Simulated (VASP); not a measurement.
## K: relaxation of cell and atoms with PBEsol

K:

```xyz
2
Lattice="0.0000 4.5250 4.5250 4.5250 0.0000 4.5250 4.5250 4.5250 0.0000" Properties=species:S:1:pos:R:3 pbc="T T T"
K     9.0500    9.0500    9.0500
K     2.2625    2.2625    2.2625
```

This isn't the form of K at room conditions, which is bcc.

| Item | Value |
| --- | --- |
| Program | VASP 6.6.1 |
| Task | relaxation of cell and atoms |
| Functional | PBEsol |
| Potentials or basis | VASP PAW PBE potentials, release 64 (K_sv) |
| Cutoff | 500 eV |
| k mesh | 9 × 9 × 9 |
| Occupations | gaussian, width 0.1 eV |
| Spin | no spin polarisation |
| Dipole correction | no |
| Further INCAR settings | ALGO = Normal; EDIFF = 1e-07; IBRION = 2; EDIFFG = -0.02; NSW = 50; ISIF = 3 |

| Quantity | Value |
| --- | --- |
| Relaxed volume | 104.71 Å³/atom |
| Relaxed cell | a = 6.666 Å, b = 6.666 Å, c = 6.666 Å, α = 60.00°, β = 60.00°, γ = 60.00° |
| Space group after relaxing (to 0.1 Å) | Fd-3m (No. 227) |
| Energy gained by relaxing | 6.6 meV/atom |
| Ionic steps | 5 |
| Pressure after relaxing | 0.0 GPa |
| Band gap on the k mesh | zero (bands 9 and 10 overlap by 0.19 eV) |

The path:
| step | energy change (eV) | largest force (eV/Å) | pressure (GPa) | volume (Å³) |
| --- | --- | --- | --- | --- |
| 1 | 0.0000 | 0.0000 | 0.20 | 185.30 |
| 2 | -0.0034 | 0.0000 | 0.17 | 188.37 |
| 3 | -0.0105 | 0.0000 | 0.08 | 197.76 |
| 4 | -0.0120 | 0.0000 | -0.05 | 217.46 |
| 5 | -0.0133 | 0.0000 | 0.00 | 209.43 |

Final structure:
```cif
data_structure
_symmetry_space_group_name_H-M 'P 1'
_symmetry_Int_Tables_number 1
_cell_length_a 6.6657
_cell_length_b 6.6657
_cell_length_c 6.6657
_cell_angle_alpha 60.000
_cell_angle_beta 60.000
_cell_angle_gamma 60.000
_cell_volume 209.43
loop_
_atom_site_label
_atom_site_type_symbol
_atom_site_fract_x
_atom_site_fract_y
_atom_site_fract_z
_atom_site_occupancy
K1 K 0.00000 0.00000 0.00000 1
K2 K 0.25000 0.25000 0.25000 1
```

Levels at points of the mesh, in eV from the Fermi level:
```tsv
k point	band 6	band 7	band 8	band 9	band 10	band 11	band 12	band 13
(0.00, 0.00, 0.00)	-15.99	-15.99	-15.99	-1.76	2.38	2.38	2.38	2.71
```

Run time: 12 min on 1 thread of Intel Xeon 8259CL, on a shared host, peak memory 0.36 GiB.

Caveat: the PAW data sets were made with another functional, which shifts forces and pressure a little.
